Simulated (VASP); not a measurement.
A run of VASP 6.6.1 is set up as follows.

Contents of INCAR:

```
ALGO = Normal
EDIFF = 1E-6
ENCUT = 520
GGA = PE
ISIF = 2
ISMEAR = 0
LASPH = True
LCHARG = False
LREAL = False
LWAVE = False
NBANDS = 47
NELM = 80
PREC = Accurate
SIGMA = 0.15
```

The input KPOINTS:

```
k-points
0
Gamma
  3 3 3
```

The input POSCAR:

```
LuAg3O3
1.0
    2.5245442493      1.4575463019      5.2989296927
   -2.5245442493      1.4575463019      5.2989296927
    0.0000000000     -2.9150926038      5.2989296927
Lu Ag O
1 3 3
Direct
    0.0000000000      0.0000000000      0.0000000000
    0.5000000000      0.0000000000      0.0000000000
    0.0000000000      0.0000000000      0.5000000000
    0.0000000000      0.5000000000      0.0000000000
    0.0000000000      0.5000000000      0.5000000000
    0.5000000000      0.5000000000      0.0000000000
    0.5000000000      0.0000000000      0.5000000000
```

Potentials or basis: VASP PAW PBE potentials, release 64 (Lu, Ag, O).

Launch:

```sh
$ cat potpaw_PBE.64/Lu/POTCAR potpaw_PBE.64/Ag/POTCAR potpaw_PBE.64/O/POTCAR > POTCAR
$ mpirun -np 1 vasp_std > vasp.out
```

**Question.** What does it give for the pressure?

**Answer.** 0.0 GPa.

**Question.** What does it give for the band gap on the k mesh?

**Answer.** Zero (bands 38 and 39 overlap by 0.64 eV).

Stress tensor (GPa, compression positive):
```
-0.06  0.00  0.00
 0.00 -0.06  0.00
 0.00  0.00  0.26
```

Caveat: the k points lie up to 0.50 Å⁻¹ apart, too coarse for converged energies and pressures of a metal; spin-orbit coupling is left out, which moves the levels of the heavy elements.
